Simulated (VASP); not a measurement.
The system is WS2.

```
W S
1.0
     1.55766    0.89932    6.08003
    -1.55766    0.89932    6.08003
     0.00000   -1.79863    6.08003
W S
1 2
Cartesian
  0.0000 0.0000 0.0000
  0.0000 0.0000 10.5975
  0.0000 0.0000 13.6856
```

Base run:

| Quantity | Value |
| --- | --- |
| Program | VASP 6.6.1 |
| Functional | pbe exchange, lda correlation |
| Potentials or basis | VASP PAW PBE potentials, release 64 (W_sv, S) |
| Cutoff | 500 eV |
| k mesh | 10 × 10 × 10 |
| Occupations | gaussian, width 0.025 eV |
| Spin | no spin polarisation |

Its results: band gap on the k mesh 1.11 eV (least direct gap 2.35 eV); pressure 23.0 GPa; largest force 1.713 eV/Å.

**Question.** The run is repeated on the same cell with these changes: functional from pbe exchange, lda correlation to PBE; cutoff from 500 eV to 520 eV; occupations from gaussian, width 0.025 eV to fermi-dirac, width 0.05 eV. What comes out?

**Answer.** Band gap on the k mesh 1.03 eV (least direct gap 2.36 eV); pressure 12.4 GPa; largest force 1.315 eV/Å.

Caveats: the cell stands under pressure; spin-orbit coupling is left out, which moves the levels of the heavy elements; the PAW data sets were made with another functional, which shifts forces and pressure a little (at least some runs); forces of over 1 eV/Å act on the atoms, so gaps and moduli don't describe the material at rest (at least some runs).

A k mesh can miss the band edges.
